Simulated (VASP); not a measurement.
A run of VASP 6.6.1:

INCAR

```
PREC     = Accurate       # precision mode
ENCUT    = 520            # plane-wave cutoff, eV
EDIFF    = 1E-6           # SCF threshold, eV
ISMEAR   = 0              # smearing method
SIGMA    = 0.05           # smearing width, eV
LREAL    = F              # projectors in reciprocal space
LASPH    = T              # aspherical terms in the spheres
NELM     = 100            # most SCF steps
ALGO     = Normal         # electronic algorithm
ISIF     = 2              # what is computed and relaxed
LWAVE    = F              # write WAVECAR
LCHARG   = T              # write CHGCAR
GGA      = PS             # functional
LELF     = T              # ELF
LVHAR    = T            
NBANDS   = 41             # bands
```

Contents of KPOINTS:

```
regular mesh
0
Gamma
  6 6 6
```

The input POSCAR:

```
AlGa3N4
1.0
    4.4675774128      0.0000000000      0.0000000000
    0.0000000000      4.4675774128      0.0000000000
    0.0000000000      0.0000000000      4.4675774128
Al Ga N
1 3 4
Direct
    0.0000000000      0.0000000000      0.0000000000
    0.4631343825      0.5000000673      0.0000000000
    0.5368656175      0.0000000000      0.4999994893
    0.0000000000      0.4999999327      0.5000005107
    0.7550465856      0.7436685412      0.2335759052
    0.7550462288      0.2563311435      0.7664241363
    0.2449537297      0.7664242732      0.7436686781
    0.2449534559      0.2335760421      0.2563312804
```

Potentials or basis: VASP PAW PBE potentials, release 64 (Al, Ga_d, N).

Command:

```bash
$ cat potpaw_PBE.64/Al/POTCAR potpaw_PBE.64/Ga_d/POTCAR potpaw_PBE.64/N/POTCAR > POTCAR
$ mpirun -np 1 vasp_std > vasp.out
```

Hardware: 1 thread of Intel(R) Xeon(R) 6975P-C (Granite Rapids), on a shared host.

Q: Estimate the wall time of this run.

A: It took 71 s on 1 thread of Intel(R) Xeon(R) 6975P-C (Granite Rapids) (shared host), peak memory 0.28 GiB. Counts: scf iterations 15, k points 44.
